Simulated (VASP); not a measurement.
Input of a VASP 6.6.1 run:

INCAR

```
SYSTEM = Fe
PREC = Accurate ; ENCUT = 520
EDIFF = 1E-7 ; ISMEAR = -1
SIGMA = 0.05 ; LREAL = .False.
LASPH = .True. ; NELM = 150
ALGO = Normal ; ISIF = 2
LWAVE = .False. ; LCHARG = .False.
ISPIN = 2 ; MAGMOM = 2.405
LORBIT = 11 ; LMAXMIX = 4
GGA = B5 ; ALDAX = 1.0
AGGAX = 1.0 ; AGGAC = 1.0
ALDAC = 0.0 ; NBANDS = 14
```

The input KPOINTS:

```
Automatic mesh
0
Gamma
  15 15 15
  0 0 0
```

POSCAR

```
Fe
1.0
    2.3404247686      0.0000000000      0.0000000000
    0.0000000000      2.3404247686      0.0000000000
    0.0000000000      0.0000000000      2.3404247686
Fe
1
Direct
    0.0000000000      0.0000000000      0.0000000000
```

Potentials or basis: VASP PAW PBE potentials, release 64 (Fe).

Command:

```console
$ cat potpaw_PBE.64/Fe/POTCAR > POTCAR
$ mpirun -np 1 vasp_std > vasp.out
```

Task: Estimate the pressure.

Result: 10.8 GPa.

Task: Estimate the site moments.

Result: Fe +2.24 μB.

Task: Estimate the net moment.

Result: 2.26 μB per cell.

Caveat: the PAW data sets were made with another functional, which shifts forces and pressure a little.
